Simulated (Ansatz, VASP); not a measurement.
## Rb2PdC2: VASP beside Ansatz

```
Rb Pd C
1.0
     5.20497    0.00000    0.00000
    -2.60249    4.50764    0.00000
     0.00000    0.00000    5.19586
Rb Pd C
2 1 2
Direct
  0.33333 0.66667 0.27932
  0.66667 0.33333 0.72068
  0.00000 0.00000 0.00000
  0.00000 0.00000 0.37860
  0.00000 0.00000 0.62140
```

Alike in both runs: functional LDA; k mesh 6 × 6 × 6; occupations gaussian, width 0.02 eV; no spin polarisation.

Ansatz relaxed the structure, and its values are those at the end. VASP's run is a single point on that final structure, the one shown.

```csv
,VASP,Ansatz
version,VASP 6.6.1,Ansatz 0.2.0
potentials or method,"VASP PAW LDA potentials, release 64 (Rb_sv, Pd, C), cutoff 520 eV","scalar-relativistic, plane waves, PAW"
valence electrons in the cell,36,44
```

|  | VASP | Ansatz | Ansatz less VASP |
| --- | --- | --- | --- |
| gap on the k mesh at the Fermi level (eV) | 1.52 | 1.52 | -0.001 |
| least direct gap on the mesh (eV) | 1.52 | 1.52 | -0.001 |
| pressure (GPa) | 0.1 | 0.0 | -0.15 |
| rms of the force components (eV/Å) | 0.020 | 0.000 | -0.0197 |

LDA's correlation is that of Perdew and Zunger in VASP and of Perdew and Wang (1992) in Ansatz. VASP's potentials hold 36 valence electrons a cell and Ansatz's 44, so a difference there can come from the potentials and not from the codes.
